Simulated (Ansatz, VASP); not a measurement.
## ZnS: VASP beside Ansatz

The input INCAR:

```
SYSTEM = ZnS
PREC = Accurate ; ENCUT = 520
EDIFF = 1E-6 ; ISMEAR = 0
SIGMA = 0.01 ; LREAL = Auto
LASPH = .True. ; NELM = 100
ALGO = Normal ; ISIF = 2
LWAVE = .False. ; LCHARG = .False.
GGA = PE ; NBANDS = 86
```

KPOINTS

```
regular mesh
0
Gamma
  1 1 1
  0 0 0
```

The input POSCAR:

```
ZnS
1.0
    0.0000000000      5.4423087469     -5.4423087469
    5.4423087469      5.4423087469      0.0000000000
    5.4423087469      0.0000000000     -5.4423087469
Zn S
8 8
Direct
    0.5000000000      0.5000000000      0.0000000000
    0.5000000000      0.0000000000      0.0000000000
    1.0000000000      0.5000000000      0.0000000000
    1.0000000000      0.0000000000      0.0000000000
    0.5000000000      0.5000000000      0.5000000000
    0.5000000000      0.0000000000      0.5000000000
    1.0000000000      0.5000000000      0.5000000000
    1.0000000000      0.0000000000      0.5000000000
    0.3750000000      0.3750000000      0.3750000000
    0.3750000000      0.8750000000      0.3750000000
    0.8750000000      0.3750000000      0.3750000000
    0.8750000000      0.8750000000      0.3750000000
    0.3750000000      0.3750000000      0.8750000000
    0.3750000000      0.8750000000      0.8750000000
    0.8750000000      0.3750000000      0.8750000000
    0.8750000000      0.8750000000      0.8750000000
```

Input for Ansatz:

```yaml
crystal:
  lattice:
    - [0.0, 5.4423087469, -5.4423087469]
    - [5.4423087469, 5.4423087469, 0.0]
    - [5.4423087469, 0.0, -5.4423087469]
  atoms:
    - { symbol: Zn, position: [0.5, 0.5, 0.0] }
    - { symbol: Zn, position: [0.5, 0.0, 0.0] }
    - { symbol: Zn, position: [1.0, 0.5, 0.0] }
    - { symbol: Zn, position: [1.0, 0.0, 0.0] }
    - { symbol: Zn, position: [0.5, 0.5, 0.5] }
    - { symbol: Zn, position: [0.5, 0.0, 0.5] }
    - { symbol: Zn, position: [1.0, 0.5, 0.5] }
    - { symbol: Zn, position: [1.0, 0.0, 0.5] }
    - { symbol: S, position: [0.375, 0.375, 0.375] }
    - { symbol: S, position: [0.375, 0.875, 0.375] }
    - { symbol: S, position: [0.875, 0.375, 0.375] }
    - { symbol: S, position: [0.875, 0.875, 0.375] }
    - { symbol: S, position: [0.375, 0.375, 0.875] }
    - { symbol: S, position: [0.375, 0.875, 0.875] }
    - { symbol: S, position: [0.875, 0.375, 0.875] }
    - { symbol: S, position: [0.875, 0.875, 0.875] }
basis:
  ecutwfc: 420
  xc_grid: 2
kpoints:
  mp_grid: { grid: [1, 1, 1], shift: [0.0, 0.0, 0.0] }
hamiltonian:
  xc: pbe
scf:
  occupations: { method: gaussian, width: 0.01 }
output:
  forces: true
  stress: true
  eigenvalues: true
```

Alike in both runs: task single point; functional PBE; k mesh 1 × 1 × 1; occupations gaussian, width 0.01 eV; no spin polarisation.

|  | VASP | Ansatz |
| --- | --- | --- |
| version | VASP 6.6.1 | Ansatz 0.2.0 |
| potentials or method | VASP PAW PBE potentials, release 64 (Zn, S), cutoff 520 eV | scalar-relativistic, plane waves, PAW |
| valence electrons in the cell | 144 | 144 |

|  | VASP | Ansatz | Ansatz less VASP |
| --- | --- | --- | --- |
| gap on the k mesh at the Fermi level (eV) | 1.90 | 1.89 | -0.003 |
| least direct gap on the mesh (eV) | 1.90 | 1.89 | -0.003 |
| pressure (GPa) | 5.7 | 5.5 | -0.17 |

The k mesh is coarse, so the values compare programs but aren't converged.
